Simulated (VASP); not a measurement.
The system is HfO2.

```xyz
3
Lattice="0.0000 2.5932 2.5932 2.5932 0.0000 2.5932 2.5932 2.5932 0.0000" Properties=species:S:1:pos:R:3 pbc="T T T"
Hf    0.0000    0.0000    0.0000
O     1.2966    1.2966    1.2966
O     3.8898    3.8898    3.8898
```

This cell differs from its parent crystal: strain +2.5%.

Base run:

```yaml
Program: VASP 6.6.1
Functional: PBE
Potentials_or_basis: VASP PAW PBE potentials, release 64 (Hf_pv, O)
Cutoff: 520 eV
k_mesh: 8 × 8 × 8
Occupations: fermi-dirac, width 0.02 eV
Spin: no spin polarisation
```

Its results: band gap on the k mesh 3.62 eV; pressure -14.6 GPa.

Question: The run is repeated on the same cell with these changes: functional from PBE to r2SCAN; occupations from fermi-dirac, width 0.02 eV to gaussian, width 0.01 eV. What comes out?

Answer: Band gap on the k mesh 4.09 eV; pressure -20.6 GPa.

Caveats: the cell stands under tension; spin-orbit coupling is left out, which moves the levels of the heavy elements; the PAW data sets were made with another functional, which shifts forces and pressure a little (at least some runs).

A k mesh can miss the band edges.
